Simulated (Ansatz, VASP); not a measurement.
**Two plane-wave programs on GaSi**

File POSCAR:

```
GaSi
1.0
    0.0000000000      3.2678989370      3.2678989370
    3.2678989370      0.0000000000      3.2678989370
    3.2678989370      3.2678989370      0.0000000000
Ga Si
2 2
Direct
    0.5000000000      0.5000000000      0.5000000000
    0.7500000000      0.7500000000      0.7500000000
    0.0000000000      0.0000000000      0.0000000000
    0.2500000000      0.2500000000      0.2500000000
```

The input INCAR.step1:

```
SYSTEM = GaSi
  ALGO = Normal
  EDIFF = 1E-4
  ENCUT = 520
  GGA = PE
  ISMEAR = 0
  LASPH = .True.
  LCHARG = .False.
  LREAL = .False.
  LWAVE = .True.
  NBANDS = 25
  NELM = 60
  PREC = Accurate
  SIGMA = 0.1
```

INCAR.step2

```
SYSTEM = GaSi
  ALGO = Normal
  EDIFF = 1E-6
  ENCUT = 520
  ISIF = 2
  ISMEAR = 0
  ISTART = 1
  LASPH = .True.
  LCHARG = .False.
  LMIXTAU = .True.
  LREAL = .False.
  LWAVE = .False.
  METAGGA = R2SCAN
  NBANDS = 25
  NELM = 60
  PREC = Accurate
  SIGMA = 0.1
```

KPOINTS

```
k-points
0
Gamma
  6 6 6
  0 0 0
```

Input for Ansatz:

```yaml
crystal:
  lattice:
    - [0.0, 3.267898937, 3.267898937]
    - [3.267898937, 0.0, 3.267898937]
    - [3.267898937, 3.267898937, 0.0]
  atoms:
    - { symbol: Ga, position: [0.5, 0.5, 0.5] }
    - { symbol: Ga, position: [0.75, 0.75, 0.75] }
    - { symbol: Si, position: [0.0, 0.0, 0.0] }
    - { symbol: Si, position: [0.25, 0.25, 0.25] }
basis:
  ecutwfc: 500
kpoints:
  mp_grid: { grid: [6, 6, 6] }
hamiltonian:
  xc: r2scan
scf:
  occupations: { method: gaussian, width: 0.1 }
  lower_state_search: "off"
output:
  forces: true
  stress: true
  eigenvalues: true
```

Alike in both runs: task single point; functional r2SCAN; k mesh 6 × 6 × 6; occupations gaussian, width 0.1 eV; no spin polarisation.

|  | VASP | Ansatz |
| --- | --- | --- |
| version | VASP 6.6.1 | Ansatz 0.2.0 |
| potentials or method | VASP PAW PBE potentials, release 64 (Ga_d, Si), cutoff 520 eV | scalar-relativistic, plane waves, PAW |
| valence electrons in the cell | 34 | 34 |

```csv
,VASP,Ansatz,Ansatz less VASP
gap on the k mesh at the Fermi level (eV),none,none,-
pressure (GPa),-4.8,-4.9,-0.02
```

VASP's potentials were made for PBE, not for r2SCAN. A gap of «none» marks a metal or a gap that the smearing closes. With one functional, cell and mesh, what is left measures potentials, basis and numerics.
